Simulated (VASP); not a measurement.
Runs of VASP 6.6.1 on Sb. The structure is that of space group R-3m (No. 166), or close to it. The cells are those of the table. 

```tsv
cell	gap on the mesh (eV)	pressure (GPa)	largest force (eV/Å)
a = 4.513 Å, angles 57.8°, 2 atoms	none	-1.2	0.09
a = 4.607 Å, angles 56.6°, 2 atoms	none	(b)	0.11
a = 4.560 Å, angles 57.2°, 2 atoms	none	-1.9	0.01
a = 4.534 Å, angles 58.5°, 2 atoms	none	-2.8	0.02
a = 4.488 Å, angles 59.1°, 2 atoms	none	(a)	0.07
```

Alike in all rows: task single point; level PBEsol; potentials or basis VASP PAW PBE potentials, release 64 (Sb); no spin polarisation; k mesh 12 × 12 × 12; cutoff (eV) 520; smearing gaussian 0.15 eV.

**Question.** Estimate the missing entries.

**Answer.** (a) -2.2; (b) -2.5.

Caveats: the PAW data sets were made with another functional, which shifts forces and pressure a little; spin-orbit coupling is left out, which moves the levels of the heavy elements.

A k mesh can miss the band edges, and the runs leave out spin-orbit coupling on Sb.

A gap of «none» marks levels without a gap at the run's occupations.
